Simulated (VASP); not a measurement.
# Ge64H (a cell with a defect) in VASP: single point with PBEsol

Aim: the single point of Ge64H (a cell with a defect) with PBEsol.

Program: VASP 6.6.1. These are calculated values, not measurements. Logs are shortened: lines on timing, memory, paths and dates and some standing lists are left out, and cuts for length are marked.

## Step 1: The cell of the first run

The cell holds a defect, 65 atoms: a = 11.351 Å, b = 11.351 Å, c = 11.351 Å, α = 90.00°, β = 90.00°, γ = 90.00°.

## Step 2: Single point, PBEsol

File INCAR:

```
SYSTEM = Ge64H
PREC = Accurate
ENCUT = 410
EDIFF = 1E-6
ISMEAR = -1
SIGMA = 0.05
LREAL = Auto
LASPH = .TRUE.
NELM = 120
ALGO = Normal
ISIF = 2
LWAVE = .FALSE.
LCHARG = .FALSE.
GGA = PS
NELECT = 896.0
ISYM = -1
NBANDS = 486
GGA_COMPAT = .FALSE.
KPAR = 1
```

File KPOINTS:

```
explicit points
1
Reciprocal
  0.25000000   0.25000000   0.25000000 1
```

File POSCAR:

```
Ge64H
1.0
   11.3511840000      0.0000000000      0.0000000000
    0.0000000000     11.3511840000      0.0000000000
    0.0000000000      0.0000000000     11.3511840000
Ge H
64 1
Direct
    0.0007960000      0.9996640000      0.0001720000
    0.9995950000      0.0018570000      0.5005020000
    0.0039370000      0.5026220000      0.0033230000
    0.9949860000      0.5019400000      0.5009430000
    0.5010900000      0.0018590000      0.9989820000
    0.4982660000      0.0031260000      0.4976670000
    0.5015260000      0.5019240000      0.9943890000
    0.5010230000      0.5046860000      0.5004210000
    0.1252720000      0.1253250000      0.1247130000
    0.1253810000      0.1225790000      0.6286390000
    0.1331810000      0.6189920000      0.1326180000
    0.1247690000      0.6247160000      0.6236130000
    0.6291800000      0.1225720000      0.1248290000
    0.6241200000      0.1255500000      0.6235660000
    0.6241530000      0.6247200000      0.1242010000
    0.6279860000      0.6237370000      0.6274540000
    0.2477680000      0.2490180000      0.9965890000
    0.2462950000      0.2494180000      0.5023580000
    0.2513340000      0.7464340000      0.0032810000
    0.2476550000      0.7529670000      0.5000010000
    0.7504990000      0.2492090000      0.9997080000
    0.7479960000      0.2508510000      0.4985230000
    0.7497510000      0.7494310000      0.9998970000
    0.7483300000      0.7509020000      0.5013140000
    0.3791080000      0.3719800000      0.1138780000
    0.3737240000      0.3773700000      0.6218230000
    0.3751960000      0.8776200000      0.1227900000
    0.3756570000      0.8763820000      0.6231630000
    0.8745580000      0.3767040000      0.1223600000
    0.8735860000      0.3739090000      0.6246340000
    0.8772150000      0.8725630000      0.1231440000
    0.8746840000      0.8762020000      0.6238580000
    0.2504570000      0.0004330000      0.2498440000
    0.2514190000      0.9958510000      0.7526450000
    0.2811660000      0.4684920000      0.2805950000
    0.2499890000      0.4995960000      0.7496450000
    0.7532490000      0.9958370000      0.2507990000
    0.7504330000      0.0000770000      0.7498190000
    0.7502590000      0.4996100000      0.2493720000
    0.7527230000      0.4978510000      0.7521150000
    0.3726390000      0.1308260000      0.3721100000
    0.3750340000      0.1258740000      0.8729080000
    0.3772750000      0.6342060000      0.3767200000
    0.3745930000      0.6280080000      0.8714260000
    0.8734650000      0.1258560000      0.3744850000
    0.8746870000      0.1257830000      0.8741500000
    0.8719760000      0.6280230000      0.3740470000
    0.8760520000      0.6260770000      0.8754850000
    0.9971490000      0.2490110000      0.2471950000
    0.0002680000      0.2492010000      0.7499480000
    0.0038500000      0.7464370000      0.2507430000
    0.0004870000      0.7494300000      0.7491890000
    0.5029190000      0.2494060000      0.2457380000
    0.4990950000      0.2508480000      0.7474260000
    0.5005670000      0.7529660000      0.2470920000
    0.5018560000      0.7509050000      0.7477760000
    0.1144230000      0.3719740000      0.3785410000
    0.1229620000      0.3767030000      0.8739610000
    0.1233840000      0.8776250000      0.3746010000
    0.1237610000      0.8725580000      0.8766240000
    0.6224140000      0.3773840000      0.3731310000
    0.6252180000      0.3739210000      0.8729870000
    0.6237490000      0.8763820000      0.3750750000
    0.6244400000      0.8762150000      0.8740800000
    0.3607470000      0.3775180000      0.3601940000
```

Potentials or basis: VASP PAW PBE potentials, release 64 (Ge_d, H).

Launch:

```
> cat potpaw_PBE.64/Ge_d/POTCAR potpaw_PBE.64/H/POTCAR > POTCAR
> mpirun -np 4 vasp_std > vasp.out
```

OUTCAR:

```text
SYSTEM = Ge64H
   PREC = Accurate
   ENCUT = 410
   EDIFF = 1E-6
   ISMEAR = -1
   LREAL = Auto
   LASPH = .TRUE.
   NELM = 120
   ISIF = 2
   GGA = PS
   NELECT = 896.0
   ISYM = -1

 ion  position               nearest neighbor table
   1  0.001  1.000  0.000-  60 2.45  31 2.45   9 2.46  46 2.48
   2  1.000  0.002  0.501-  59 2.45  32 2.45  10 2.46  45 2.47
   3  0.004  0.503  0.003-  58 2.45  29 2.45  11 2.46  48 2.49
   4  0.995  0.502  0.501-  57 2.44  30 2.45  12 2.46  47 2.46
   5  0.501  0.002  0.999-  64 2.45  27 2.45  13 2.46  42 2.47
   6  0.498  0.003  0.498-  14 2.45  63 2.46  28 2.46  41 2.48
   7  0.502  0.502  0.994-  25 2.44  62 2.45  15 2.46  44 2.46
   8  0.501  0.505  0.500-  16 2.45  61 2.46  26 2.46  43 2.47
   9  0.125  0.125  0.125-  49 2.45  17 2.45   1 2.46  33 2.46
  10  0.125  0.123  0.629-  50 2.45  18 2.45   2 2.46  34 2.47
  11  0.133  0.619  0.133-  51 2.46  19 2.46   3 2.46
  12  0.125  0.625  0.624-  52 2.45  20 2.46   4 2.46  36 2.47
  13  0.629  0.123  0.125-  21 2.45  53 2.45   5 2.46  37 2.47
  14  0.624  0.126  0.624-  54 2.45   6 2.45  22 2.45  38 2.48
  15  0.624  0.625  0.124-  23 2.46  55 2.46   7 2.46  39 2.47
  16  0.628  0.624  0.627-   8 2.45  56 2.45  24 2.45  40 2.46
  17  0.248  0.249  0.997-  25 2.44  42 2.45   9 2.45  58 2.46
[... 45 lines left out ...]
  63  0.624  0.876  0.375-  37 2.45  55 2.46   6 2.46  24 2.47
  64  0.624  0.876  0.874-   5 2.45  38 2.45  56 2.45  23 2.48
  65  0.361  0.378  0.360-  35 1.64

IMPORTANT INFORMATION: All symmetrisations will be switched off!
NOSYMM: (Re-)initialisation of all symmetry stuff for point group C_1.

----------------------------------------------------------------------------------------

                                     Primitive cell

  volume of cell :    1462.5930

  direct lattice vectors                    reciprocal lattice vectors
    11.351184000  0.000000000  0.000000000     0.088096537  0.000000000  0.000000000
     0.000000000 11.351184000  0.000000000     0.000000000  0.088096537  0.000000000
     0.000000000  0.000000000 11.351184000     0.000000000  0.000000000  0.088096537

  length of vectors
    11.351184000 11.351184000 11.351184000     0.088096537  0.088096537  0.088096537

  position of ions in fractional coordinates (direct lattice)
     0.000796000  0.999664000  0.000172000
     0.999595000  0.001857000  0.500502000
     0.003937000  0.502622000  0.003323000
     0.994986000  0.501940000  0.500943000
     0.501090000  0.001859000  0.998982000
     0.498266000  0.003126000  0.497667000
[... 57 lines left out ...]
     0.624440000  0.876215000  0.874080000
     0.360747000  0.377518000  0.360194000
[... 104 lines left out ...]
   ISIF   =      2    stress and relaxation
   ISYM   =     -1    0-nonsym 1-usesym 2-fastsym
   POTIM  = 0.5000    time-step for ionic-motion
   TEBEG  =    0.0;   TEEND  =   0.0 temperature during run
   PSTRESS=    0.0 pullay stress
   NELECT =     896.0000    total number of electrons
   NUPDOWN=      -1.0000    fix difference up-down
   EMIN   =  10.00;   EMAX   =-10.00  energy-range for DOS
   EFERMI =   0.00;   METHOD = LEGACY
   ISMEAR =    -1;   SIGMA  =   0.05  broadening in eV -4-tet -1-fermi 0-gaus
   EFERMI_NEDOS =   21; number of points for ismear=-14 and -15
   IALGO  =     38    algorithm
   IMIX   =      4    mixing-type and parameters
     AMIX     =   0.40;   BMIX     =  1.00
     AMIX_MAG =   1.60;   BMIX_MAG =  1.00
  volume/ion in A,a.u.               =      22.50       151.85
  Fermi-wavevector in a.u.,A,eV,Ry     =   1.390389  2.627454 26.302534  1.933182
  Thomas-Fermi vector in A             =   2.514329
   LORBIT       =      0    0 simple, 1 ext, 2 COOP (PROOUT), +10 PAW based schemes
   GGA     = PS    functional components
   LHFCALC =     F    Hartree Fock is set to
   AEXX    =    0.0000 exact exchange contribution
   IVDW    =     0    specifies the selected vdW correction
   LEPSILON=     F    determine dielectric tensor
   LRPA    =     F    only Hartree local field effects (RPA)
 non-spin polarized calculation
  energy-cutoff  :      410.00
  volume of cell :     1462.59
 maximum number of plane-waves:     27574
 NGX is ok and might be reduce to    80
   NGX = 37   NGY = 37   NGZ = 37

 number of electron     895.9999875 magnetization

 Free energy of the ion-electron system (eV)
  ---------------------------------------------------
  ext. energy  EPLUGINS =         0.00000000
  ---------------------------------------------------
  free energy    TOTEN  =      -322.11185848 eV

  energy without entropy =     -322.05825535  energy(sigma->0) =     -322.08505692

 E-fermi :   4.5183     XC(G=0): -10.0873

 val. band max:        4.3918565702   @ k =   0.2500   0.2500   0.2500
 cond. band min:       4.6441793107   @ k =   0.2500   0.2500   0.2500
 fundamental gap:      0.2523227406
 Fermi energy:         4.5182918155

 k-point     1 :       0.2500    0.2500    0.2500
  band No.  band energies     occupation
      1     -20.0775      2.00000
      2     -20.0725      2.00000
      3     -20.0650      2.00000
      4     -20.0632      2.00000
      5     -20.0631      2.00000
      6     -20.0605      2.00000
[... 452 lines left out ...]
    459       6.1223      0.00000
    460       6.1736      0.00000
 [bands above 460 left out]

------------------------ aborting loop because EDIFF is reached ----------------------------------------

  FORCE on cell =-STRESS in cart. coord.  units (eV):
  Direction    XX          YY          ZZ          XY          YZ          ZX
  --------------------------------------------------------------------------------------
  -------------------------------------------------------------------------------------
  Total      -11.6749695    -17.1697419    -11.6894870     -5.1249631     -5.0749463    -12.1419832
  in kB      -12.7891844    -18.8083570    -12.8050873     -5.6140702     -5.5592799    -13.3007681
  external PRESSURE =     -14.8008762 kB  Pullay stress =       0.0000000 kB

 VOLUME and BASIS-vectors are now :
 -----------------------------------------------------------------------------
  energy-cutoff  :      410.00
  volume of cell :     1462.59
      direct lattice vectors                 reciprocal lattice vectors
    11.351184000  0.000000000  0.000000000     0.088096537  0.000000000  0.000000000
     0.000000000 11.351184000  0.000000000     0.000000000  0.088096537  0.000000000
     0.000000000  0.000000000 11.351184000     0.000000000  0.000000000  0.088096537

 POSITION                                       TOTAL-FORCE (eV/Angst)
 -----------------------------------------------------------------------------------
      0.00904     11.34737      0.00195        -0.010663      0.025739     -0.008722
     11.34659      0.02108      5.68129        -0.008541      0.025095     -0.006310
      0.04469      5.70535      0.03772        -0.015789      0.034984     -0.014776
     11.29427      5.69761      5.68630        -0.007462      0.020408     -0.011234
      5.68796      0.02110     11.33963        -0.006461      0.025513     -0.007502
      5.65591      0.03548      5.64911        -0.009905      0.019576     -0.008905
[... 57 lines left out ...]
      7.08813      9.94608      9.92184         0.007549     -0.025920      0.010243
      4.09491      4.28528      4.08863         0.008546     -0.001588      0.008331
 -----------------------------------------------------------------------------------
    total drift:                               -0.005193      0.013630     -0.008268

  FREE ENERGIE OF THE ION-ELECTRON SYSTEM (eV)
  ---------------------------------------------------
  free  energy   TOTEN  =      -322.1118584823 eV

  energy  without entropy=     -322.0582553520  energy(sigma->0) =     -322.08505692
```

Run time: 5.2 min. Hardware: 4 MPI ranks of Intel Xeon Platinum 8488C (Sapphire Rapids), shared host; peak memory 0.48 GiB.

What came out:

| Quantity | Value |
| --- | --- |
| Free energy | -322.1119 eV |
| Largest force | 0.047 eV/Å |

Forces in eV/Å, atoms in the order of the input:
```
Ge  -0.011  0.026 -0.009
Ge  -0.009  0.025 -0.006
Ge  -0.016  0.035 -0.015
Ge  -0.007  0.020 -0.011
Ge  -0.006  0.026 -0.008
Ge  -0.010  0.020 -0.009
Ge  -0.012  0.021 -0.006
Ge  -0.004  0.026 -0.003
Ge   0.004 -0.023  0.002
Ge   0.016 -0.024  0.005
Ge   0.027 -0.025  0.026
Ge   0.005 -0.022  0.006
Ge   0.006 -0.024  0.015
Ge   0.009 -0.025  0.006
Ge   0.009 -0.022  0.003
Ge   0.000 -0.025 -0.002
Ge  -0.002  0.024 -0.007
Ge  -0.009  0.023 -0.017
Ge  -0.031  0.031 -0.018
Ge  -0.001  0.028 -0.008
Ge  -0.010  0.022 -0.007
Ge  -0.007  0.022 -0.008
Ge  -0.009  0.026 -0.008
Ge  -0.008  0.023 -0.007
Ge   0.014 -0.026  0.009
Ge   0.011 -0.028  0.007
Ge   0.009 -0.022  0.002
Ge   0.009 -0.023  0.003
Ge   0.010 -0.025  0.004
Ge   0.008 -0.023  0.004
Ge   0.010 -0.023  0.024
Ge   0.011 -0.026  0.006
Ge  -0.004  0.023 -0.002
Ge  -0.019  0.029 -0.008
Ge  -0.011 -0.002 -0.010
Ge  -0.007  0.026 -0.006
Ge  -0.010  0.029 -0.017
Ge  -0.011  0.025 -0.009
Ge  -0.008  0.026 -0.005
Ge  -0.007  0.030 -0.006
Ge   0.016 -0.026  0.013
Ge   0.008 -0.023  0.008
Ge   0.007 -0.020  0.006
Ge   0.012 -0.021  0.009
Ge   0.008 -0.022  0.005
Ge   0.013 -0.027  0.010
Ge   0.010 -0.021  0.010
Ge   0.012 -0.035  0.011
Ge  -0.008  0.023 -0.001
Ge  -0.008  0.023 -0.009
Ge  -0.019  0.032 -0.028
Ge  -0.010  0.025 -0.009
Ge  -0.018  0.024 -0.007
Ge  -0.009  0.023 -0.006
Ge  -0.009  0.028  0.000
Ge  -0.008  0.022 -0.006
Ge   0.011 -0.025  0.013
Ge   0.004 -0.026  0.009
Ge   0.002 -0.023  0.007
Ge   0.024 -0.024  0.010
Ge   0.008 -0.029  0.009
Ge   0.006 -0.024  0.008
Ge   0.005 -0.023  0.007
Ge   0.008 -0.026  0.010
H    0.009 -0.002  0.008
```

Levels at points of the mesh, in eV from the Fermi level:
| k point | band 444 | band 445 | band 446 | band 447 | band 448 | band 449 | band 450 | band 451 | band 452 | band 453 |
| --- | --- | --- | --- | --- | --- | --- | --- | --- | --- | --- |
| (0.25, 0.25, 0.25) | -0.76 | -0.69 | -0.65 | -0.36 | -0.13 | 0.13 | 0.50 | 1.07 | 1.11 | 1.19 |

Caveat: the cell carries a net charge on a neutralising background, which shifts energy and pressure; the cell is charged against a uniform background, so pressure and absolute levels hang on convention; the PAW data sets were made with another functional, which shifts forces and pressure a little.
